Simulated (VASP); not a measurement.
# Mo in VASP: single point with PBE+D3(BJ)

Aim: the single point of Mo with PBE+D3(BJ).

All numbers are computed with VASP 6.6.1; they aren't measurements. Logs are shortened: lines on timing, memory, paths and dates and some standing lists are left out, and cuts for length are marked.

### 1 The cell of the first run

The cell holds a slab with vacuum, 8 atoms: a = 3.004 Å, b = 4.248 Å, c = 28.462 Å, α = 90.00°, β = 90.00°, γ = 90.00°.

### 2 Single point, PBE+D3(BJ)

Contents of INCAR:

```
  ALGO = Normal
  DIPOL = 0.5 0.5 0.649
  EDIFF = 1E-6
  ENCUT = 400
  GGA = PE
  GGA_COMPAT = False
  IDIPOL = 3
  ISIF = 2
  ISMEAR = 1
  IVDW = 12
  LASPH = True
  LCHARG = True
  LDIPOL = True
  LELF = True
  LREAL = False
  LVACPOTAV = True
  LVHAR = True
  LWAVE = False
  NBANDS = 66
  NELM = 120
  NELMDL = -8
  PREC = Accurate
  SIGMA = 0.1
```

Contents of KPOINTS:

```
k-points
0
Gamma
  12 8 1
```

Contents of POSCAR:

```
Mo
1.0
    3.0037825168      0.0000000000      0.0000000000
    0.0000000000      4.2479899936      0.0000000000
    0.0000000000      0.0000000000     28.4620453701
Mo
8
Direct
    0.5000000000      0.0000000000      0.5210868965
    0.0000000000      0.5000000000      0.5304774031
    0.0000000000      1.0000000000      0.6080247972
    0.5000000000      0.5000000000      0.6086330207
    0.5000000000      1.0000000000      0.6902246988
    0.0000000000      0.5000000000      0.6902273359
    0.0000000000      0.0000000000      0.7706794538
    0.5000000000      0.5000000000      0.7693826862
```

Potentials or basis: VASP PAW PBE potentials, release 64 (Mo_sv).

Launch:

```
$ cat potpaw_PBE.64/Mo_sv/POTCAR > POTCAR
$ mpirun -np 1 vasp_std > vasp.out
```

OUTCAR:

```text
EDIFF = 1E-6
   ENCUT = 400
   GGA = PE
   ISIF = 2
   ISMEAR = 1
   IVDW = 12
   LASPH = True
   LREAL = False
   NELM = 120
   NELMDL = -8
   PREC = Accurate
 IVDW          = 12

 ion  position               nearest neighbor table
   1  0.500  0.000  0.521-   2 2.62   2 2.62   2 2.62   2 2.62   3 2.89   3 2.89   4 3.27   4 3.27

   2  0.000  0.500  0.530-   1 2.62   1 2.62   1 2.62   1 2.62   4 2.68   4 2.68   3 3.06   3 3.06

   3  0.000  0.000  0.608-   4 2.60   4 2.60   4 2.60   4 2.60   5 2.78   5 2.78   1 2.89   1 2.89
                             2 3.06   2 3.06   6 3.16   6 3.16
   4  0.500  0.500  0.609-   3 2.60   3 2.60   3 2.60   3 2.60   2 2.68   2 2.68   6 2.77   6 2.77
                             5 3.15   5 3.15   1 3.27   1 3.27
   5  0.500  0.000  0.690-   6 2.60   6 2.60   6 2.60   6 2.60   7 2.74   7 2.74   3 2.78   3 2.78
                             8 3.10   8 3.10   4 3.15   4 3.15
   6  0.000  0.500  0.690-   5 2.60   5 2.60   5 2.60   5 2.60   8 2.71   8 2.71   4 2.77   4 2.77
                             7 3.12   7 3.12   3 3.16   3 3.16
   7  0.000  0.000  0.771-   8 2.60   8 2.60   8 2.60   8 2.60   5 2.74   5 2.74   6 3.12   6 3.12

   8  0.500  0.500  0.769-   7 2.60   7 2.60   7 2.60   7 2.60   6 2.71   6 2.71   5 3.10   5 3.10

  LATTYP: Found a simple orthorhombic cell.
 ALAT       =     3.0037825168
 B/A-ratio  =     1.4142135690
 C/A-ratio  =     9.4754015016

  Lattice vectors:

 A1 = (   3.0037825168,   0.0000000000,   0.0000000000)
 A2 = (   0.0000000000,   4.2479899936,   0.0000000000)
 A3 = (   0.0000000000,   0.0000000000,  28.4620453701)

Analysis of symmetry for initial positions (statically):
=====================================================================
 Subroutine PRICEL returns:
 Original cell was already a primitive cell.

 Routine SETGRP: Setting up the symmetry group for a
 simple orthorhombic supercell.

 Subroutine GETGRP returns: Found  4 space group operations
 (whereof  4 operations were pure point group operations)
 out of a pool of  8 trial point group operations.

The static configuration has the point symmetry C_2v.

Analysis of symmetry for dynamics (positions and initial velocities):
=====================================================================
 Subroutine PRICEL returns:
 Original cell was already a primitive cell.

 Routine SETGRP: Setting up the symmetry group for a
 simple orthorhombic supercell.

 Subroutine GETGRP returns: Found  4 space group operations
 (whereof  4 operations were pure point group operations)
 out of a pool of  8 trial point group operations.

The dynamic configuration has the point symmetry C_2v.

 Subroutine INISYM returns: Found  4 space group operations
 (whereof  4 operations are pure point group operations),
 and found     1 'primitive' translations

----------------------------------------------------------------------------------------

                                     Primitive cell

  volume of cell :     363.1768

  direct lattice vectors                    reciprocal lattice vectors
     3.003782517  0.000000000  0.000000000     0.332913583  0.000000000  0.000000000
     0.000000000  4.247989994  0.000000000     0.000000000  0.235405451  0.000000000
     0.000000000  0.000000000 28.462045370     0.000000000  0.000000000  0.035134509

  length of vectors
     3.003782517  4.247989994 28.462045370     0.332913583  0.235405451  0.035134509

  position of ions in fractional coordinates (direct lattice)
     0.500000000  0.000000000  0.521086897
     0.000000000  0.500000000  0.530477403
     0.000000000  0.000000000  0.608024797
     0.500000000  0.500000000  0.608633021
     0.500000000  0.000000000  0.690224699
     0.000000000  0.500000000  0.690227336
     0.000000000  0.000000000  0.770679454
     0.500000000  0.500000000  0.769382686

  ion indices of the primitive-cell ions
   primitive index   ion index
                 1           1
                 2           2
                 3           3
                 4           4
                 5           5
                 6           6
                 7           7
                 8           8

----------------------------------------------------------------------------------------

 KPOINTS: k-points

Automatic generation of k-mesh.
 Grid dimensions read from file:
 generate k-points for:   12    8    1

 Generating k-lattice:

  Cartesian coordinates                     Fractional coordinates (reciprocal lattice)
     0.027742799  0.000000000  0.000000000     0.083333333  0.000000000  0.000000000
     0.000000000  0.029425681  0.000000000     0.000000000  0.125000000  0.000000000
     0.000000000  0.000000000  0.035134509     0.000000000  0.000000000  1.000000000

  Length of vectors
     0.027742799  0.029425681  0.035134509

  Shift w.r.t. Gamma in fractional coordinates (k-lattice)
     0.000000000  0.000000000  0.000000000

 Subroutine IBZKPT returns following result:
 ===========================================

 Found     35 irreducible k-points:

 Following reciprocal coordinates:
            Coordinates               Weight
  0.000000  0.000000  0.000000      1.000000
  0.083333  0.000000  0.000000      2.000000
  0.166667  0.000000  0.000000      2.000000
  0.250000  0.000000  0.000000      2.000000
  0.333333  0.000000  0.000000      2.000000
  0.416667  0.000000  0.000000      2.000000
[... 16 lines left out ...]
  0.083333  0.375000  0.000000      4.000000
  0.166667  0.375000  0.000000      4.000000
 [... further k-points ...]
   k-points           NKPTS =     35   k-points in BZ     NKDIM =     35   number of bands    NBANDS=     66
   number of dos      NEDOS =    301   number of ions     NIONS =      8
   total plane-waves  NPLWV = 107520
   dimension x,y,z NGX =    20 NGY =   28 NGZ =  192
   dimension x,y,z NGXF=    40 NGYF=   56 NGZF=  384
   ions per type =               8
   NGX,Y,Z   is equivalent  to a cutoff of  11.07, 10.96, 11.21 a.u.
   NGXF,Y,Z  is equivalent  to a cutoff of  22.14, 21.92, 22.43 a.u.
 SYSTEM =  unknown system
   PREC   = accura    normal or accurate (medium, high low for compatibility)
   ISTART =      0    job   : 0-new  1-cont  2-samecut
   ICHARG =      2    charge: 1-file 2-atom 10-const
   ISPIN  =      1    spin polarized calculation?
   LNONCOLLINEAR =      F non collinear calculations
   LSORBIT =      F    spin-orbit coupling
   LASPH  =      T    aspherical Exc in radial PAW
   ENCUT  =  400.0 eV  29.40 Ry    5.42 a.u.   4.90  6.93 46.41*2*pi/ulx,y,z
   NELM   =    120;   NELMIN=  2; NELMDL= -8     # of ELM steps
   EDIFF  = 0.1E-05   stopping-criterion for ELM
   LREAL  =      F    real-space projection
   EDIFFG = 0.1E-04   stopping-criterion for IOM
   NSW    =      0    number of steps for IOM
   IBRION =     -1    ionic relax: 0-MD 1-quasi-New 2-CG
   NFREE  =      0    steps in history (QN), initial steepest desc. (CG)
   ISIF   =      2    stress and relaxation
   ISYM   =      2    0-nonsym 1-usesym 2-fastsym
   POTIM  = 0.5000    time-step for ionic-motion
   TEBEG  =    0.0;   TEEND  =   0.0 temperature during run
   PSTRESS=    0.0 pullay stress
   NELECT =     112.0000    total number of electrons
   NUPDOWN=      -1.0000    fix difference up-down
   EMIN   =  10.00;   EMAX   =-10.00  energy-range for DOS
   EFERMI =   0.00;   METHOD = LEGACY
   ISMEAR =     1;   SIGMA  =   0.10  broadening in eV -4-tet -1-fermi 0-gaus
   EFERMI_NEDOS =   21; number of points for ismear=-14 and -15
   IALGO  =     38    algorithm
   IMIX   =      4    mixing-type and parameters
     AMIX     =   0.40;   BMIX     =  1.00
     AMIX_MAG =   1.60;   BMIX_MAG =  1.00
  volume/ion in A,a.u.               =      45.40       306.35
  Fermi-wavevector in a.u.,A,eV,Ry     =   1.106050  2.090132 16.644645  1.223347
  Thomas-Fermi vector in A             =   2.242546
   LORBIT       =      0    0 simple, 1 ext, 2 COOP (PROOUT), +10 PAW based schemes
   GGA     = PE    functional components
   LHFCALC =     F    Hartree Fock is set to
   AEXX    =    0.0000 exact exchange contribution
   IVDW    =    12    specifies the selected vdW correction
   LEPSILON=     F    determine dielectric tensor
   LRPA    =     F    only Hartree local field effects (RPA)
 non-spin polarized calculation
 Methfessel and Paxton  Order N= 1 SIGMA  =   0.10
  energy-cutoff  :      400.00
  volume of cell :      363.18
 maximum number of plane-waves:      6712
 NGX is ok and might be reduce to    20
   NGX =  9   NGY = 13   NGZ = 93

 dipolmoment           0.000000      0.000000     -0.008237 electrons x Angstroem

 number of electron     112.0000047 magnetization

 dipolmoment           0.000000      0.000000      0.006988 electrons x Angstroem

 Free energy of the ion-electron system (eV)
  ---------------------------------------------------
  ext. energy  EPLUGINS =         0.00000000
  ---------------------------------------------------
  free energy    TOTEN  =       -81.99945787 eV

  energy without entropy =      -82.00194641  energy(sigma->0) =      -82.00028738

 E-fermi :   1.2525     XC(G=0):  -5.2532

 val. band max:        1.2504940398   @ k =   0.0833   0.3750   0.0000
 cond. band min:       1.2641153390   @ k =   0.0000   0.3750   0.0000
 fundamental gap:      0.0136212992
 Fermi energy:         1.2525484818

 k-point     1 :       0.0000    0.0000    0.0000
  band No.  band energies     occupation
      1     -60.0805      2.00000
      2     -59.9710      2.00000
      3     -59.7861      2.00000
      4     -59.7775      2.00000
      5     -59.6656      2.00000
      6     -59.5903      2.00000
[... 58 lines left out ...]
     65       3.1400     -0.00000
     66       3.3787      0.00000

 k-point     2 :       0.0833    0.0000    0.0000
  band No.  band energies     occupation
      1     -60.0695      2.00000
      2     -59.9625      2.00000
      3     -59.7784      2.00000
      4     -59.7706      2.00000
      5     -59.6675      2.00000
      6     -59.5950      2.00000
[... 58 lines left out ...]
     65       3.1633     -0.00000
     66       3.2284     -0.00000

 k-point     3 :       0.1667    0.0000    0.0000
  band No.  band energies     occupation
      1     -60.0376      2.00000
      2     -59.9379      2.00000
      3     -59.7565      2.00000
      4     -59.7505      2.00000
      5     -59.6736      2.00000
      6     -59.6098      2.00000
[... 1438 lines left out ...]
     65       1.7841     -0.00000
     66       2.0470     -0.00000

 k-point    24 :       0.1667    0.3750    0.0000
  band No.  band energies     occupation
      1     -59.9297      2.00000
      2     -59.8397      2.00000
      3     -59.7860      2.00000
      4     -59.7122      2.00000
      5     -59.6850      2.00000
      6     -59.6582      2.00000
[... 58 lines left out ...]
     65       2.6327     -0.00000
     66       2.6985     -0.00000

 [... further k-points ...]

------------------------ aborting loop because EDIFF is reached ----------------------------------------

 Edisp (eV)   -4.49647

 E8    (eV) :    -2.1962

  FORCE on cell =-STRESS in cart. coord.  units (eV):
  Direction    XX          YY          ZZ          XY          YZ          ZX
  --------------------------------------------------------------------------------------
  -------------------------------------------------------------------------------------
  Total       9.28733     5.61987    -5.78682     0.00000     0.00000     0.00000
  in kB      40.97162    24.79240   -25.52892     0.00000     0.00000     0.00000
  external pressure =       13.41 kB  Pullay stress =        0.00 kB

 VOLUME and BASIS-vectors are now :
 -----------------------------------------------------------------------------
  energy-cutoff  :      400.00
  volume of cell :      363.18
      direct lattice vectors                 reciprocal lattice vectors
     3.003782517  0.000000000  0.000000000     0.332913583  0.000000000  0.000000000
     0.000000000  4.247989994  0.000000000     0.000000000  0.235405451  0.000000000
     0.000000000  0.000000000 28.462045370     0.000000000  0.000000000  0.035134509

 POSITION                                       TOTAL-FORCE (eV/Angst)
 -----------------------------------------------------------------------------------
      1.50189      0.00000     14.83120         0.000000      0.000000      1.103017
      0.00000      2.12399     15.09847         0.000000      0.000000      0.034951
      0.00000      0.00000     17.30563         0.000000      0.000000     -0.343062
      1.50189      2.12399     17.32294         0.000000      0.000000     -0.277167
      1.50189      0.00000     19.64521         0.000000      0.000000     -0.048268
      0.00000      2.12399     19.64528         0.000000      0.000000     -0.059881
      0.00000      0.00000     21.93511         0.000000      0.000000     -0.023831
      1.50189      2.12399     21.89820         0.000000      0.000000     -0.385760
 -----------------------------------------------------------------------------------
    total drift:                                0.000000      0.000000     -0.000217

  FREE ENERGIE OF THE ION-ELECTRON SYSTEM (eV)
  ---------------------------------------------------
  free  energy   TOTEN  =       -86.4959317671 eV

  energy  without entropy=      -86.4984203067  energy(sigma->0) =      -86.49676128

 vacuum level on the upper side and lower side of the slab         6.086         5.987
```

Run time: 28 min. Hardware: 1 thread of Intel Xeon Platinum 8259CL at 2.50GHz (Skylake/Cascade Lake), shared host; peak memory 0.56 GiB.

Results:

* Free energy: -86.4959 eV
* Largest force: 1.103 eV/Å
* Band gap on the k mesh: zero (bands 56 and 57 overlap by 2.03 eV)
* Dispersion energy per atom: -0.562 eV

Forces in eV/Å, atoms in the order of the input:
```
Mo   0.000  0.000  1.103
Mo   0.000  0.000  0.035
Mo   0.000  0.000 -0.343
Mo   0.000  0.000 -0.277
Mo   0.000  0.000 -0.048
Mo   0.000  0.000 -0.060
Mo   0.000  0.000 -0.024
Mo   0.000  0.000 -0.386
```
